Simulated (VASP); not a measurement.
# Sb (R-3m) in VASP: a series of runs

Runs on Sb. Level: PBEsol. Tasks: single point.

Everything below comes from runs of VASP 6.6.1. Logs are shortened: lines on timing, memory, paths and dates and some standing lists are left out, and cuts for length are marked.

## Step 1: The cell of the first run

It takes space group R-3m (No. 166, trigonal). Conventional cell: a = 4.430 Å, b = 4.430 Å, c = 11.400 Å, α = 90.00°, β = 90.00°, γ = 120.00°. Within 3.9 Å of Sb (site symmetry 3m) lie 6 Sb at 2.98 to 3.42 Å.

## Step 2: Single point, PBEsol (strain +0.030 along x and y, +0.015 along z)

INCAR reads:

```
ALGO = Normal
EDIFF = 1E-6
ENCUT = 520
GGA = PS
ISIF = 2
ISMEAR = 0
LASPH = True
LCHARG = False
LREAL = False
LWAVE = False
NBANDS = 12
NELM = 60
PREC = Accurate
SIGMA = 0.15
```

KPOINTS reads:

```
k-points
0
Gamma
  12 12 12
```

POSCAR reads:

```
Sb
1.0
    2.2151183419      1.2788991710      3.8001600000
   -2.2151183419      1.2788991710      3.8001600000
    0.0000000000     -2.5577983420      3.8001600000
Sb
2
Direct
    0.2336400000      0.2336400000      0.2336400000
    0.7663600000      0.7663600000      0.7663600000
```

Potentials or basis: VASP PAW PBE potentials, release 64 (Sb).

Launch:

```bash
$ cat potpaw_PBE.64/Sb/POTCAR > POTCAR
$ mpirun -np 1 vasp_std > vasp.out
```

OUTCAR:

```text
EDIFF = 1E-6
   ENCUT = 520
   GGA = PS
   ISIF = 2
   ISMEAR = 0
   LASPH = True
   LREAL = False
   NELM = 60
   PREC = Accurate

 ion  position               nearest neighbor table
   1  0.234  0.234  0.234-   2 2.98   2 2.98   2 2.98   2 3.42   2 3.42   2 3.42
   2  0.766  0.766  0.766-   1 2.98   1 2.98   1 2.98   1 3.42   1 3.42   1 3.42

  LATTYP: Found a trigonal (rhomboedric) cell.
 ALAT       =     4.5807803248
 COS(alpha) =     0.5323241638

  Lattice vectors:

 A1 = (   2.2151183419,   1.2788991710,   3.8001600000)
 A2 = (  -2.2151183419,   1.2788991710,   3.8001600000)
 A3 = (   0.0000000000,  -2.5577983420,   3.8001600000)

Analysis of symmetry for initial positions (statically):
=====================================================================
 Subroutine PRICEL returns:
 Original cell was already a primitive cell.

 Routine SETGRP: Setting up the symmetry group for a
 trigonal (rhombohedral) supercell.

 Subroutine GETGRP returns: Found 12 space group operations
 (whereof 12 operations were pure point group operations)
 out of a pool of 12 trial point group operations.

The static configuration has the point symmetry D_3d.

Analysis of symmetry for dynamics (positions and initial velocities):
=====================================================================
 Subroutine PRICEL returns:
 Original cell was already a primitive cell.

 Routine SETGRP: Setting up the symmetry group for a
 trigonal (rhombohedral) supercell.

 Subroutine GETGRP returns: Found 12 space group operations
 (whereof 12 operations were pure point group operations)
 out of a pool of 12 trial point group operations.

The dynamic configuration has the point symmetry D_3d.

 Subroutine INISYM returns: Found 12 space group operations
 (whereof 12 operations are pure point group operations),
 and found     1 'primitive' translations

----------------------------------------------------------------------------------------

                                     Primitive cell

  volume of cell :      64.5931

  direct lattice vectors                    reciprocal lattice vectors
     2.215118342  1.278899171  3.800160000     0.225721575  0.130320412  0.087715605
    -2.215118342  1.278899171  3.800160000    -0.225721575  0.130320412  0.087715605
     0.000000000 -2.557798342  3.800160000     0.000000000 -0.260640824  0.087715605

  length of vectors
     4.580780325  4.580780325  4.580780325     0.275004848  0.275004848  0.275004848

  position of ions in fractional coordinates (direct lattice)
     0.233640000  0.233640000  0.233640000
     0.766360000  0.766360000  0.766360000

  ion indices of the primitive-cell ions
   primitive index   ion index
                 1           1
                 2           2

----------------------------------------------------------------------------------------

 KPOINTS: k-points

Automatic generation of k-mesh.
 Grid dimensions read from file:
 generate k-points for:   12   12   12

 Generating k-lattice:

  Cartesian coordinates                     Fractional coordinates (reciprocal lattice)
     0.018810131  0.010860034  0.007309634     0.083333333 -0.000000000  0.000000000
    -0.018810131  0.010860034  0.007309634    -0.000000000  0.083333333  0.000000000
     0.000000000 -0.021720069  0.007309634     0.000000000  0.000000000  0.083333333

  Length of vectors
     0.022917071  0.022917071  0.022917071

  Shift w.r.t. Gamma in fractional coordinates (k-lattice)
     0.000000000  0.000000000  0.000000000

 Subroutine IBZKPT returns following result:
 ===========================================

 Found    189 irreducible k-points:

 Following reciprocal coordinates:
            Coordinates               Weight
  0.000000  0.000000  0.000000      1.000000
  0.083333 -0.000000  0.000000      6.000000
  0.166667  0.000000  0.000000      6.000000
  0.250000 -0.000000 -0.000000      6.000000
  0.333333 -0.000000  0.000000      6.000000
  0.416667 -0.000000  0.000000      6.000000
[... 16 lines left out ...]
  0.500000  0.166667 -0.000000     12.000000
 -0.416667  0.166667  0.000000     12.000000
 [... further k-points ...]
   k-points           NKPTS =    189   k-points in BZ     NKDIM =    189   number of bands    NBANDS=     12
   number of dos      NEDOS =    301   number of ions     NIONS =      2
   total plane-waves  NPLWV =  46656
   dimension x,y,z NGX =    36 NGY =   36 NGZ =   36
   dimension x,y,z NGXF=    72 NGYF=   72 NGZF=   72
   ions per type =               2
   NGX,Y,Z   is equivalent  to a cutoff of  13.07, 13.07, 13.07 a.u.
   NGXF,Y,Z  is equivalent  to a cutoff of  26.13, 26.13, 26.13 a.u.
 SYSTEM =  unknown system
   PREC   = accura    normal or accurate (medium, high low for compatibility)
   ISTART =      0    job   : 0-new  1-cont  2-samecut
   ICHARG =      2    charge: 1-file 2-atom 10-const
   ISPIN  =      1    spin polarized calculation?
   LNONCOLLINEAR =      F non collinear calculations
   LSORBIT =      F    spin-orbit coupling
   LASPH  =      T    aspherical Exc in radial PAW
   ENCUT  =  520.0 eV  38.22 Ry    6.18 a.u.   8.52  8.52  8.52*2*pi/ulx,y,z
   NELM   =     60;   NELMIN=  2; NELMDL= -5     # of ELM steps
   EDIFF  = 0.1E-05   stopping-criterion for ELM
   LREAL  =      F    real-space projection
   EDIFFG = 0.1E-04   stopping-criterion for IOM
   NSW    =      0    number of steps for IOM
   IBRION =     -1    ionic relax: 0-MD 1-quasi-New 2-CG
   NFREE  =      0    steps in history (QN), initial steepest desc. (CG)
   ISIF   =      2    stress and relaxation
   ISYM   =      2    0-nonsym 1-usesym 2-fastsym
   POTIM  = 0.5000    time-step for ionic-motion
   TEBEG  =    0.0;   TEEND  =   0.0 temperature during run
   PSTRESS=    0.0 pullay stress
   NELECT =      10.0000    total number of electrons
   NUPDOWN=      -1.0000    fix difference up-down
   EMIN   =  10.00;   EMAX   =-10.00  energy-range for DOS
   EFERMI =   0.00;   METHOD = LEGACY
   ISMEAR =     0;   SIGMA  =   0.15  broadening in eV -4-tet -1-fermi 0-gaus
   EFERMI_NEDOS =   21; number of points for ismear=-14 and -15
   IALGO  =     38    algorithm
   IMIX   =      4    mixing-type and parameters
     AMIX     =   0.40;   BMIX     =  1.00
     AMIX_MAG =   1.60;   BMIX_MAG =  1.00
  volume/ion in A,a.u.               =      32.30       217.95
  Fermi-wavevector in a.u.,A,eV,Ry     =   0.879048  1.661160 10.513573  0.772726
  Thomas-Fermi vector in A             =   1.999218
   LORBIT       =      0    0 simple, 1 ext, 2 COOP (PROOUT), +10 PAW based schemes
   GGA     = PS    functional components
   LHFCALC =     F    Hartree Fock is set to
   AEXX    =    0.0000 exact exchange contribution
   IVDW    =     0    specifies the selected vdW correction
   LEPSILON=     F    determine dielectric tensor
   LRPA    =     F    only Hartree local field effects (RPA)
 non-spin polarized calculation
 Gauss-broadening in eV      SIGMA  =   0.15
  energy-cutoff  :      520.00
  volume of cell :       64.59
 maximum number of plane-waves:      1761
 NGX is ok and might be reduce to    36
   NGX = 17   NGY = 17   NGZ = 17

 number of electron      10.0000000 magnetization

 Free energy of the ion-electron system (eV)
  ---------------------------------------------------
  ext. energy  EPLUGINS =         0.00000000
  ---------------------------------------------------
  free energy    TOTEN  =        -9.06729803 eV

  energy without entropy =       -9.06570756  energy(sigma->0) =       -9.06650279

 E-fermi :   6.2085     XC(G=0):  -9.3858

 val. band max:        6.2029818269   @ k =   0.3333   0.1667   0.1667
 cond. band min:       6.2746792730   @ k =   0.4167   0.0833   0.0833
 fundamental gap:      0.0716974461
 Fermi energy:         6.2084863572

 k-point     1 :       0.0000    0.0000    0.0000
  band No.  band energies     occupation
      1      -5.9034      2.00000
      2       1.1788      2.00000
      3       4.5331      2.00000
      4       4.5991      2.00000
      5       4.5991      2.00000
      6       8.3431      0.00000
      7       8.9075      0.00000
      8       8.9075      0.00000
      9      11.3652      0.00000
     10      11.3652      0.00000
     11      11.5624      0.00000
     12      12.9321      0.00000

 k-point     2 :       0.0833   -0.0000    0.0000
  band No.  band energies     occupation
      1      -5.8324      2.00000
      2       0.8969      2.00000
      3       4.5432      2.00000
      4       4.5860      2.00000
      5       4.7134      2.00000
      6       8.2865      0.00000
      7       8.6998      0.00000
      8       8.7334      0.00000
      9      11.0681      0.00000
     10      11.3797      0.00000
     11      11.4168      0.00000
     12      13.4259      0.00000

 k-point     3 :       0.1667    0.0000    0.0000
  band No.  band energies     occupation
      1      -5.6204      2.00000
      2       0.2007      2.00000
      3       4.5414      2.00000
      4       4.5563      2.00000
      5       4.9768      2.00000
      6       7.9986      0.00000
      7       8.2310      0.00000
      8       8.2862      0.00000
      9      10.8734      0.00000
     10      11.4566      0.00000
     11      11.6436      0.00000
     12      14.4758      0.00000
[... 286 lines left out ...]
 k-point    23 :       0.5000    0.1667   -0.0000
  band No.  band energies     occupation
      1      -3.8497      2.00000
      2      -2.6101      2.00000
      3       3.0219      2.00000
      4       3.9783      2.00000
      5       4.5390      2.00000
      6       7.7289      0.00000
      7       7.8547      0.00000
      8       8.9149      0.00000
      9      11.7177      0.00000
     10      14.1650      0.00000
     11      15.0701      0.00000
     12      15.2234      0.00000

 k-point    24 :      -0.4167    0.1667    0.0000
  band No.  band energies     occupation
      1      -3.5948      2.00000
      2      -2.9186      2.00000
      3       2.8527      2.00000
      4       4.2884      2.00000
      5       4.7304      2.00000
      6       7.2747      0.00000
      7       7.4948      0.00000
      8       9.2155      0.00000
      9      12.7361      0.00000
     10      13.2011      0.00000
     11      13.8555      0.00000
     12      16.2457      0.00000

 [... further k-points ...]

------------------------ aborting loop because EDIFF is reached ----------------------------------------

  FORCE on cell =-STRESS in cart. coord.  units (eV):
  Direction    XX          YY          ZZ          XY          YZ          ZX
  --------------------------------------------------------------------------------------
  -------------------------------------------------------------------------------------
  Total       -1.4518219     -1.4518219     -1.1197521      0.0000000      0.0000000      0.0000000
  in kB      -36.0111960    -36.0111960    -27.7744908      0.0000000      0.0000000      0.0000000
  external PRESSURE =     -33.2656276 kB  Pullay stress =       0.0000000 kB

 VOLUME and BASIS-vectors are now :
 -----------------------------------------------------------------------------
  energy-cutoff  :      520.00
  volume of cell :       64.59
      direct lattice vectors                 reciprocal lattice vectors
     2.215118342  1.278899171  3.800160000     0.225721575  0.130320412  0.087715605
    -2.215118342  1.278899171  3.800160000    -0.225721575  0.130320412  0.087715605
     0.000000000 -2.557798342  3.800160000     0.000000000 -0.260640824  0.087715605

 POSITION                                       TOTAL-FORCE (eV/Angst)
 -----------------------------------------------------------------------------------
      0.00000      0.00000      2.66361         0.000000      0.000000     -0.112932
      0.00000      0.00000      8.73687         0.000000      0.000000      0.112932
 -----------------------------------------------------------------------------------
    total drift:                                0.000000     -0.000000      0.000000

  FREE ENERGIE OF THE ION-ELECTRON SYSTEM (eV)
  ---------------------------------------------------
  free  energy   TOTEN  =        -9.0672980319 eV

  energy  without entropy=       -9.0657075561  energy(sigma->0) =       -9.06650279
```

It took 2.9 min on 1 thread of Intel Xeon 8259CL, shared host; peak memory 0.29 GiB.

Results:

```yaml
Free_energy: -9.0673 eV
Pressure: -3.3 GPa
Largest_force: 0.113 eV/Å
Band_gap_on_the_k_mesh: zero (bands 5 and 6 overlap by 0.16 eV)
```

Forces on the atoms (eV/Å):
```
Sb   0.000  0.000 -0.113
Sb   0.000  0.000  0.113
```

Levels at points of the mesh, in eV from the Fermi level:
| k point | band 1 | band 2 | band 3 | band 4 | band 5 | band 6 | band 7 | band 8 | band 9 | band 10 |
| --- | --- | --- | --- | --- | --- | --- | --- | --- | --- | --- |
| (0.00, 0.00, 0.00) | -12.11 | -5.03 | -1.68 | -1.61 | -1.61 | 2.13 | 2.70 | 2.70 | 5.16 | 5.16 |
| (0.50, 0.00, 0.00) | -9.94 | -9.27 | -1.67 | -1.48 | -0.17 | -0.17 | 0.37 | 0.63 | 7.62 | 8.32 |
| (0.50, 0.50, 0.00) | -9.97 | -7.81 | -4.98 | -3.32 | -3.30 | 1.78 | 4.73 | 5.28 | 6.50 | 8.70 |
| (0.50, 0.50, 0.50) | -10.66 | -8.59 | -1.15 | -1.15 | -0.60 | 0.23 | 0.23 | 1.01 | 6.98 | 8.71 |

Caveat: the cell differs from its parent crystal (strain +0.030 along x and y, +0.015 along z); the cell stands under tension; the PAW data sets were made with another functional, which shifts forces and pressure a little; spin-orbit coupling is left out, which moves the levels of the heavy elements.

(Continued in part 2 of 2.)

The gap in the log of VASP goes by the Fermi energy; the results here count the filled bands.